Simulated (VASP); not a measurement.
# Gd in VASP: a series of runs

Runs on Gd. Level: PBE. Tasks: single point.

Program: VASP 6.6.1. These are calculated values, not measurements. Logs are shortened: lines on timing, memory, paths and dates and some standing lists are left out, and cuts for length are marked.

## 1. The cell of the first run

Symmetry: Fm-3m, No. 225, cubic system. Conventional cell: a = 5.100 Å, b = 5.100 Å, c = 5.100 Å, α = 90.00°, β = 90.00°, γ = 90.00°. Within 4.7 Å of Gd (site symmetry m-3m) lie 12 Gd at 3.61 Å.

## 2. Single point, PBE, collinear spin, ferromagnetic start

INCAR

```
SYSTEM = Gd
ALGO = Normal
EDIFF = 1E-6
ENCUT = 520
GGA = PE
ISIF = 2
ISMEAR = 0
ISPIN = 2
LASPH = .True.
LCHARG = .False.
LMAXMIX = 6
LORBIT = 11
LREAL = .False.
LWAVE = .False.
MAGMOM = 7
NBANDS = 19
NELM = 150
PREC = Accurate
SIGMA = 0.05
```

KPOINTS

```
k-points
0
Gamma
  14 14 14
  0 0 0
```

POSCAR

```
Gd
1.0
    0.0000000000      2.5500089709      2.5500089709
    2.5500089709      0.0000000000      2.5500089709
    2.5500089709      2.5500089709      0.0000000000
Gd
1
Direct
    0.0000000000      0.0000000000      0.0000000000
```

Potentials or basis: VASP PAW PBE potentials, release 64 (Gd).

Command:

```
$ cat potpaw_PBE.64/Gd/POTCAR > POTCAR
$ mpirun -np 1 vasp_std > vasp.out
```

OUTCAR:

```text
SYSTEM = Gd
   EDIFF = 1E-6
   ENCUT = 520
   GGA = PE
   ISIF = 2
   ISMEAR = 0
   ISPIN = 2
   LASPH = .True.
   LORBIT = 11
   LREAL = .False.
   NELM = 150
   PREC = Accurate

 ion  position               nearest neighbor table
   1  0.000  0.000  0.000-

  LATTYP: Found a face centered cubic cell.
 ALAT       =     5.1000179418

  Lattice vectors:

 A1 = (   0.0000000000,   2.5500089709,   2.5500089709)
 A2 = (   2.5500089709,   0.0000000000,   2.5500089709)
 A3 = (   2.5500089709,   2.5500089709,   0.0000000000)

Analysis of symmetry for initial positions (statically):
=====================================================================
 Subroutine PRICEL returns:
 Original cell was already a primitive cell.

 Routine SETGRP: Setting up the symmetry group for a
 face centered cubic supercell.

 Subroutine GETGRP returns: Found 48 space group operations
 (whereof 48 operations were pure point group operations)
 out of a pool of 48 trial point group operations.

The static configuration has the point symmetry O_h .

Analysis of symmetry for dynamics (positions and initial velocities):
=====================================================================
 Subroutine PRICEL returns:
 Original cell was already a primitive cell.

 Routine SETGRP: Setting up the symmetry group for a
 face centered cubic supercell.

 Subroutine GETGRP returns: Found 48 space group operations
 (whereof 48 operations were pure point group operations)
 out of a pool of 48 trial point group operations.

The dynamic configuration has the point symmetry O_h .

Analysis of structural, dynamic, and magnetic symmetry:
=====================================================================
 Subroutine PRICEL returns:
 Original cell was already a primitive cell.

 Routine SETGRP: Setting up the symmetry group for a
 face centered cubic supercell.

 Subroutine GETGRP returns: Found 48 space group operations
 (whereof 48 operations were pure point group operations)
 out of a pool of 48 trial point group operations.

The overall configuration has the point symmetry O_h .

 Subroutine INISYM returns: Found 48 space group operations
 (whereof 48 operations are pure point group operations),
 and found     1 'primitive' translations

----------------------------------------------------------------------------------------

                                     Primitive cell

  volume of cell :      33.1631

  direct lattice vectors                    reciprocal lattice vectors
     0.000000000  2.550008971  2.550008971    -0.196077742  0.196077742  0.196077742
     2.550008971  0.000000000  2.550008971     0.196077742 -0.196077742  0.196077742
     2.550008971  2.550008971  0.000000000     0.196077742  0.196077742 -0.196077742

  length of vectors
     3.606257271  3.606257271  3.606257271     0.339616611  0.339616611  0.339616611

  position of ions in fractional coordinates (direct lattice)
     0.000000000  0.000000000  0.000000000

  ion indices of the primitive-cell ions
   primitive index   ion index
                 1           1

----------------------------------------------------------------------------------------

 KPOINTS: k-points

Automatic generation of k-mesh.
 Grid dimensions read from file:
 generate k-points for:   14   14   14

 Generating k-lattice:

  Cartesian coordinates                     Fractional coordinates (reciprocal lattice)
    -0.014005553  0.014005553  0.014005553     0.071428571  0.000000000  0.000000000
     0.014005553 -0.014005553  0.014005553     0.000000000  0.071428571  0.000000000
     0.014005553  0.014005553 -0.014005553     0.000000000  0.000000000  0.071428571

  Length of vectors
     0.024258329  0.024258329  0.024258329

  Shift w.r.t. Gamma in fractional coordinates (k-lattice)
     0.000000000  0.000000000  0.000000000

 Subroutine IBZKPT returns following result:
 ===========================================

 Found    104 irreducible k-points:

 Following reciprocal coordinates:
            Coordinates               Weight
  0.000000  0.000000  0.000000      1.000000
  0.071429  0.000000  0.000000      8.000000
  0.142857  0.000000  0.000000      8.000000
  0.214286  0.000000  0.000000      8.000000
  0.285714  0.000000  0.000000      8.000000
  0.357143  0.000000  0.000000      8.000000
[... 16 lines left out ...]
  0.214286  0.142857  0.000000     24.000000
  0.285714  0.142857  0.000000     24.000000
 [... further k-points ...]
   k-points           NKPTS =    104   k-points in BZ     NKDIM =    104   number of bands    NBANDS=     19
   number of dos      NEDOS =    301   number of ions     NIONS =      1
   total plane-waves  NPLWV =  21952
   dimension x,y,z NGX =    28 NGY =   28 NGZ =   28
   dimension x,y,z NGXF=    56 NGYF=   56 NGZF=   56
   ions per type =               1
   NGX,Y,Z   is equivalent  to a cutoff of  12.91, 12.91, 12.91 a.u.
   NGXF,Y,Z  is equivalent  to a cutoff of  25.82, 25.82, 25.82 a.u.
 SYSTEM =  Gd
   PREC   = accura    normal or accurate (medium, high low for compatibility)
   ISTART =      0    job   : 0-new  1-cont  2-samecut
   ICHARG =      2    charge: 1-file 2-atom 10-const
   ISPIN  =      2    spin polarized calculation?
   LNONCOLLINEAR =      F non collinear calculations
   LSORBIT =      F    spin-orbit coupling
   LASPH  =      T    aspherical Exc in radial PAW
   ENCUT  =  520.0 eV  38.22 Ry    6.18 a.u.   6.71  6.71  6.71*2*pi/ulx,y,z
   NELM   =    150;   NELMIN=  2; NELMDL= -5     # of ELM steps
   EDIFF  = 0.1E-05   stopping-criterion for ELM
   LREAL  =      F    real-space projection
   EDIFFG = 0.1E-04   stopping-criterion for IOM
   NSW    =      0    number of steps for IOM
   IBRION =     -1    ionic relax: 0-MD 1-quasi-New 2-CG
   NFREE  =      0    steps in history (QN), initial steepest desc. (CG)
   ISIF   =      2    stress and relaxation
   ISYM   =      2    0-nonsym 1-usesym 2-fastsym
   POTIM  = 0.5000    time-step for ionic-motion
   TEBEG  =    0.0;   TEEND  =   0.0 temperature during run
   PSTRESS=    0.0 pullay stress
   NELECT =      18.0000    total number of electrons
   NUPDOWN=      -1.0000    fix difference up-down
   EMIN   =  10.00;   EMAX   =-10.00  energy-range for DOS
   EFERMI =   0.00;   METHOD = LEGACY
   ISMEAR =     0;   SIGMA  =   0.05  broadening in eV -4-tet -1-fermi 0-gaus
   EFERMI_NEDOS =   21; number of points for ismear=-14 and -15
   IALGO  =     38    algorithm
   IMIX   =      4    mixing-type and parameters
     AMIX     =   0.40;   BMIX     =  1.00
     AMIX_MAG =   1.60;   BMIX_MAG =  1.00
  volume/ion in A,a.u.               =      33.16       223.80
  Fermi-wavevector in a.u.,A,eV,Ry     =   1.335408  2.523555 24.263466  1.783314
  Thomas-Fermi vector in A             =   2.464114
   LORBIT       =     11    0 simple, 1 ext, 2 COOP (PROOUT), +10 PAW based schemes
   GGA     = PE    functional components
   LHFCALC =     F    Hartree Fock is set to
   AEXX    =    0.0000 exact exchange contribution
   IVDW    =     0    specifies the selected vdW correction
   LEPSILON=     F    determine dielectric tensor
   LRPA    =     F    only Hartree local field effects (RPA)
 spin polarized calculation
 Gauss-broadening in eV      SIGMA  =   0.05
  energy-cutoff  :      520.00
  volume of cell :       33.16
 maximum number of plane-waves:       911
   NGX = 13   NGY = 13   NGZ = 13

 number of electron      17.9999992 magnetization       7.4482034

 Free energy of the ion-electron system (eV)
  ---------------------------------------------------
  ext. energy  EPLUGINS =         0.00000000
  ---------------------------------------------------
  free energy    TOTEN  =       -11.65797541 eV

  energy without entropy =      -11.65450671  energy(sigma->0) =      -11.65624106

 E-fermi :   3.0289     XC(G=0):  -9.9711

 val. band max:        3.0284079234   @ k =  -0.2857   0.3571   0.1429
 cond. band min:       3.0321940305   @ k =   0.3571   0.2143   0.0000
 fundamental gap:      0.0037861071
 Fermi energy:         3.0289182436

 spin component 1

 k-point     1 :       0.0000    0.0000    0.0000
  band No.  band energies     occupation
      1     -42.2918      1.00000
      2     -19.3162      1.00000
      3     -19.3162      1.00000
      4     -19.3162      1.00000
      5      -2.0595      1.00000
      6      -1.9323      1.00000
[... 11 lines left out ...]
     18      12.0026      0.00000
     19      15.3877      0.00000

 k-point     2 :       0.0714    0.0000    0.0000
  band No.  band energies     occupation
      1     -42.2888      1.00000
      2     -19.3526      1.00000
      3     -19.3208      1.00000
      4     -19.3208      1.00000
      5      -1.9285      1.00000
      6      -1.9227      1.00000
[... 476 lines left out ...]
 k-point    24 :       0.2857    0.1429    0.0000
  band No.  band energies     occupation
      1     -42.2555      1.00000
      2     -19.6666      1.00000
      3     -19.4101      1.00000
      4     -19.4032      1.00000
      5      -1.8890      1.00000
      6      -1.8637      1.00000
[... 11 lines left out ...]
     18      13.1693      0.00000
     19      15.2165      0.00000

 [... further k-points ...]

 spin component 2

 k-point     1 :       0.0000    0.0000    0.0000
  band No.  band energies     occupation
      1     -39.0902      1.00000
      2     -16.9678      1.00000
      3     -16.9678      1.00000
      4     -16.9678      1.00000
      5      -1.2977      1.00000
      6       3.2697      0.00000
[... 11 lines left out ...]
     18      13.0283      0.00000
     19      16.1198      0.00000

 k-point     2 :       0.0714    0.0000    0.0000
  band No.  band energies     occupation
      1     -39.0864      1.00000
      2     -17.0132      1.00000
      3     -16.9733      1.00000
      4     -16.9733      1.00000
      5      -1.1526      1.00000
      6       3.2608      0.00000
[... 476 lines left out ...]
 k-point    24 :       0.2857    0.1429    0.0000
  band No.  band energies     occupation
      1     -39.0439      1.00000
      2     -17.4002      1.00000
      3     -17.0815      1.00000
      4     -17.0733      1.00000
      5       0.5043      1.00000
      6       3.1486      0.00036
[... 11 lines left out ...]
     18      13.9985      0.00000
     19      16.3709      0.00000

 [... further k-points ...]
[... 5 lines left out ...]
  --------------------------------------------------------------------------------------
  -------------------------------------------------------------------------------------
  Total       -0.0002726     -0.0002726     -0.0002726      0.0000000      0.0000000     -0.0000000
  in kB       -0.0131694     -0.0131694     -0.0131694      0.0000000      0.0000000     -0.0000000
  external PRESSURE =      -0.0131694 kB  Pullay stress =       0.0000000 kB

 VOLUME and BASIS-vectors are now :
 -----------------------------------------------------------------------------
  energy-cutoff  :      520.00
  volume of cell :       33.16
      direct lattice vectors                 reciprocal lattice vectors
     0.000000000  2.550008971  2.550008971    -0.196077742  0.196077742  0.196077742
     2.550008971  0.000000000  2.550008971     0.196077742 -0.196077742  0.196077742
     2.550008971  2.550008971  0.000000000     0.196077742  0.196077742 -0.196077742

 POSITION                                       TOTAL-FORCE (eV/Angst)
 -----------------------------------------------------------------------------------
      0.00000      0.00000      0.00000         0.000000      0.000000      0.000000
 -----------------------------------------------------------------------------------
    total drift:                                0.000000     -0.000000     -0.000000

  FREE ENERGIE OF THE ION-ELECTRON SYSTEM (eV)
  ---------------------------------------------------
  free  energy   TOTEN  =       -11.6579754081 eV

  energy  without entropy=      -11.6545067057  energy(sigma->0) =      -11.65624106

 total charge

# of ion       s       p       d       f       tot
--------------------------------------------------
    1        2.073   5.559   0.581   6.989  15.203

 magnetization (x)

# of ion       s       p       d       f       tot
--------------------------------------------------
    1        0.002  -0.059   0.171   6.813   6.926
```

Wall time 6.1 min (1 thread of Intel Xeon Platinum 8259CL at 2.50GHz (Skylake/Cascade Lake), shared host); peak memory 0.26 GiB.

Results:

```yaml
Free_energy: -11.6580 eV
Pressure: 0.0 GPa
Net_moment: 7.45 μB per cell
Site_moments: Gd +6.93 μB
Valence_electrons_inside_the_program's_atomic_spheres: Gd 15.20
```

Levels at points of the mesh, in eV from the Fermi level:
Spin up:
```csv
k point,band 11,band 12,band 13,band 14,band 15,band 16
"(0.00, 0.00, 0.00)",-4.79,-4.79,1.33,1.33,1.33,3.57
"(0.50, 0.00, 0.00)",-4.79,-2.50,0.83,1.17,1.17,5.24
"(0.50, 0.50, 0.00)",-4.81,-2.25,-1.47,2.34,5.27,5.72
```
Spin down:
```csv
k point,band 2,band 3,band 4,band 5,band 6,band 7,band 8,band 9
"(0.00, 0.00, 0.00)",-20.00,-20.00,-20.00,-4.33,0.24,0.43,0.43,0.43
"(0.50, 0.00, 0.00)",-20.84,-20.11,-20.11,-1.66,0.27,0.45,0.45,0.48
"(0.50, 0.50, 0.00)",-20.78,-20.30,-20.30,-1.58,-0.59,0.47,0.48,0.48
```

Caveat: spin-orbit coupling is left out, which moves the levels of the heavy elements. The state reached can hang on the start; a lower one may exist.

## 3. Single point, PBE, collinear spin, antiferromagnetic start

This run uses another cell than the first one: it holds 2 atoms, not 1.

INCAR

```
SYSTEM = Gd
ALGO = Normal ; EDIFF = 1E-6
ENCUT = 520 ; GGA = PE
ISIF = 2 ; ISMEAR = 0
ISPIN = 2 ; LASPH = .TRUE.
LCHARG = .FALSE. ; LMAXMIX = 6
LORBIT = 11 ; LREAL = .FALSE.
LWAVE = .FALSE. ; MAGMOM = 7.95 -7.95
NBANDS = 29 ; NELM = 150
PREC = Accurate ; SIGMA = 0.05
```

KPOINTS

```
k-points
0
G
  14 14 7
  0 0 0
```

POSCAR

```
Gd
1.0
    0.0000000000      2.5377949807      2.5377949807
    2.5377949807      0.0000000000      2.5377949807
    5.0841047854      5.0841047854     -0.0085148239
Gd
2
Direct
    0.0000000000      0.0000000000      0.0000000000
    0.0000000000      0.0000000000      0.5000000000
```

Potentials or basis: VASP PAW PBE potentials, release 64 (Gd).

Command:

```
$ cat potpaw_PBE.64/Gd/POTCAR > POTCAR
$ mpirun -np 1 vasp_std > vasp.out
```

OUTCAR:

```text
SYSTEM = Gd
   EDIFF = 1E-6
   ENCUT = 520
   GGA = PE
   ISIF = 2
   ISMEAR = 0
   ISPIN = 2
   LASPH = .TRUE.
   LORBIT = 11
   LREAL = .FALSE.
   NELM = 150
   PREC = Accurate

 ion  position               nearest neighbor table
   1  0.000  0.000  0.000-
   2  0.000  0.000  0.500-

  LATTYP: Found a trigonal (rhomboedric) cell.
 ALAT       =     6.2302093634
 COS(alpha) =     0.8340765437

  Lattice vectors:

 A1 = (   5.0841047854,   2.5463098047,  -2.5463098046)
 A2 = (   2.5463098047,   2.5463098047,  -5.0841047853)
 A3 = (   2.5463098047,   5.0841047854,  -2.5463098046)

Analysis of symmetry for initial positions (statically):
=====================================================================
 Subroutine PRICEL returns following result:

  LATTYP: Found a trigonal (rhomboedric) cell.
 ALAT       =     3.5950074909
 COS(alpha) =     0.5016740896
[... 12 lines left out ...]
 Subroutine GETGRP returns: Found 12 space group operations
[... 981 lines left out ...]

 k-point     1 :       0.0000    0.0000    0.0000
  band No.  band energies     occupation
      1     -42.1037      1.00000
      2     -38.9072      1.00000
      3     -19.5681      1.00000
      4     -19.2273      1.00000
      5     -19.2273      1.00000
      6     -17.1789      1.00000
[... 757 lines left out ...]
     28       5.0992      0.00000
     29       5.9606      0.00000

 [... further k-points ...]
[... 5 lines left out ...]
  --------------------------------------------------------------------------------------
  -------------------------------------------------------------------------------------
  Total       -2.0084803     -2.0084803     -2.0084803      0.0844186     -0.0844186     -0.0844186
  in kB      -49.0972406    -49.0972406    -49.0972406      2.0636095     -2.0636095     -2.0636095
  external PRESSURE =     -49.0972406 kB  Pullay stress =       0.0000000 kB

 VOLUME and BASIS-vectors are now :
 -----------------------------------------------------------------------------
  energy-cutoff  :      520.00
  volume of cell :       65.54
      direct lattice vectors                 reciprocal lattice vectors
     0.000000000  2.537794981  2.537794981    -0.196856584  0.197186279  0.196856584
     2.537794981  0.000000000  2.537794981     0.197186279 -0.196856584  0.196856584
     5.084104785  5.084104785 -0.008514824     0.098263445  0.098263445 -0.098263445

 POSITION                                       TOTAL-FORCE (eV/Angst)
 -----------------------------------------------------------------------------------
      0.00000      0.00000      0.00000        -0.000000     -0.000000     -0.000000
      2.54205      2.54205     -0.00426         0.000000      0.000000      0.000000
 -----------------------------------------------------------------------------------
    total drift:                                0.000000      0.000000     -0.000000

  FREE ENERGIE OF THE ION-ELECTRON SYSTEM (eV)
  ---------------------------------------------------
  free  energy   TOTEN  =       -23.3858758247 eV

  energy  without entropy=      -23.3813200567  energy(sigma->0) =      -23.38359794

 total charge

# of ion       s       p       d       f       tot
--------------------------------------------------
    1        2.075   5.558   0.590   6.984  15.207
    2        2.075   5.558   0.590   6.984  15.207
--------------------------------------------------
tot          4.150  11.117   1.179  13.967  30.414

 magnetization (x)

# of ion       s       p       d       f       tot
--------------------------------------------------
    1        0.008  -0.073   0.188   6.809   6.932
    2       -0.008   0.073  -0.188  -6.809  -6.932
--------------------------------------------------
tot          0.000   0.000   0.000   0.000   0.000
```

OSZICAR:

```text
N       E                     dE             d eps       ncg     rms          rms(c)
DAV:   1     0.258837465958E+03    0.25884E+03   -0.11718E+04 22767   0.613E+03
DAV:   2     0.442459581151E+02   -0.21459E+03   -0.19213E+03 22478   0.443E+02
DAV:   3    -0.100133045786E+02   -0.54259E+02   -0.52299E+02 26521   0.198E+02
DAV:   4    -0.183751704387E+02   -0.83619E+01   -0.82441E+01 32589   0.678E+01
[... 16 lines left out ...]
DAV:  21    -0.233859198439E+02   -0.21624E-03   -0.25170E-03 29519   0.466E-01    0.351E+00
DAV:  22    -0.233858771741E+02    0.42670E-04   -0.24692E-04 31419   0.222E-01    0.326E+00
DAV:  23    -0.233858748767E+02    0.22974E-05   -0.19807E-05 28342   0.266E-02    0.326E+00
DAV:  24    -0.233858758247E+02   -0.94801E-06   -0.13230E-06 15565   0.369E-02
   1 F= -.23385876E+02 E0= -.23383598E+02  d E =-.455577E-02  mag=    -0.0000
```

Wall time 20 min (1 thread of Intel Xeon Platinum 8259CL at 2.50GHz (Skylake/Cascade Lake), shared host); peak memory 0.53 GiB.

Results:

* Free energy: -23.3859 eV
* Pressure: -4.9 GPa
* Band gap on the k mesh: zero (filled and empty bands overlap)
* Net moment: 0.00 μB per cell
* Site moments: Gd +6.93, -6.93 μB
* Valence electrons inside the program's atomic spheres: Gd 15.21

Stress tensor (GPa, compression positive):
```
-4.91  0.21 -0.21
 0.21 -4.91 -0.21
-0.21 -0.21 -4.91
```

Levels at points of the mesh, in eV from the Fermi level:
Spin up:
| k point | band 14 | band 15 | band 16 | band 17 | band 18 | band 19 | band 20 | band 21 | band 22 | band 23 |
| --- | --- | --- | --- | --- | --- | --- | --- | --- | --- | --- |
| (0.00, 0.00, 0.00) | -4.60 | -4.60 | -4.58 | -2.02 | 0.50 | 0.56 | 0.70 | 0.70 | 0.81 | 0.81 |
| (0.50, 0.00, 0.00) | -4.59 | -4.58 | -2.13 | -1.82 | -0.99 | 0.56 | 0.66 | 0.67 | 0.70 | 0.77 |
Spin down:
```tsv
k point	band 16	band 17	band 18	band 19	band 20	band 21
(0.00, 0.00, 0.00)	-4.58	-2.02	0.50	0.56	0.70	0.70
(0.50, 0.00, 0.00)	-2.13	-1.82	-0.99	0.56	0.66	0.67
```

Caveat: spin-orbit coupling is left out, which moves the levels of the heavy elements.

(Continued in part 2 of 2.)
